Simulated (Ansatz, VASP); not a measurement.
# Ca3Ge in VASP and in Ansatz

```
CELL_PARAMETERS angstrom
4.86259 0.00000 0.00000
0.00000 4.86259 0.00000
0.00000 0.00000 4.86259
ATOMIC_POSITIONS crystal
Ca 0.00000 0.50000 0.50000
Ca 0.50000 0.00000 0.50000
Ca 0.50000 0.50000 0.00000
Ge 0.00000 0.00000 0.00000
```

Alike in both runs: task relaxation of cell and atoms; functional PBE; k mesh 10 × 10 × 10; occupations gaussian, width 0.1 eV; no spin polarisation.

```csv
,VASP,Ansatz
version,VASP 6.6.1,Ansatz 0.2.0
potentials or method,"VASP PAW PBE potentials, release 64 (Ca_sv, Ge_d), cutoff 600 eV","scalar-relativistic, plane waves, PAW"
valence electrons in the cell,44,44
```

|  | VASP | Ansatz | Ansatz less VASP |
| --- | --- | --- | --- |
| gap on the k mesh at the Fermi level, each at its own relaxed structure (eV) | none | none | - |
| relaxed volume (Å³/atom) | 28.98 | 28.88 | -0.095 |
| relaxed length of the cell vector where the two differ most in proportion (Å) | 4.876 | 4.870 | -0.0054 |

A gap of «none» marks a metal or a gap that the smearing closes.
